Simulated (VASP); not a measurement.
Si2WC3, 6 atoms in the cell. It takes space group P3m1 (No. 156, trigonal). The conventional cell has a = 3.081 Å, b = 3.081 Å, c = 8.207 Å, α = 90.00°, β = 90.00°, γ = 120.00°. Si (site symmetry 3m) has 4 C at 1.88 to 1.97 Å within 2.5 Å. Within 2.5 Å of Si (site symmetry 3m) lie 4 C at 1.86 to 1.92 Å. Within 2.9 Å of W (site symmetry 3m) lie 6 C at 2.17 to 2.43 Å and 1 Si at 2.50 Å. Within 2.6 Å of C (site symmetry 3m) lie 3 Si at 1.97 Å and 3 W at 2.43 Å. C (site symmetry 3m) has 4 Si at 1.88 to 1.92 Å within 2.5 Å. Within 2.5 Å of C (site symmetry 3m) lie 1 Si at 1.86 Å and 3 W at 2.17 Å.  This cell differs from its parent crystal: volume scaled by 1.06, then relaxed in part.

* Program: VASP 6.6.1
* Task: single point
* Functional: PBE
* Potentials or basis: VASP PAW PBE potentials, release 64 (Si, W_sv, C)
* Cutoff: 520 eV
* k mesh: 12 × 12 × 4
* Occupations: gaussian, width 0.02 eV
* Spin: no spin polarisation
* Dipole correction: no
* Further INCAR settings: ALGO = Normal; EDIFF = 1e-06; NBANDS = 26

Potentials or basis: VASP PAW PBE potentials, release 64 (Si, W_sv, C).

Run with:

```sh
$ cat potpaw_PBE.64/Si/POTCAR potpaw_PBE.64/W_sv/POTCAR potpaw_PBE.64/C/POTCAR > POTCAR
$ mpirun -np 1 vasp_std > vasp.out
```

Hardware: 1 thread of Intel(R) Xeon(R) Platinum 8488C (Sapphire Rapids), with other jobs on the host.

**Question.** How long does it take, and how much memory?

**Answer.** It took 57 s on 1 thread of Intel(R) Xeon(R) Platinum 8488C (Sapphire Rapids), on a shared host, peak memory 0.26 GiB. Counts: scf iterations 14, k points 69.
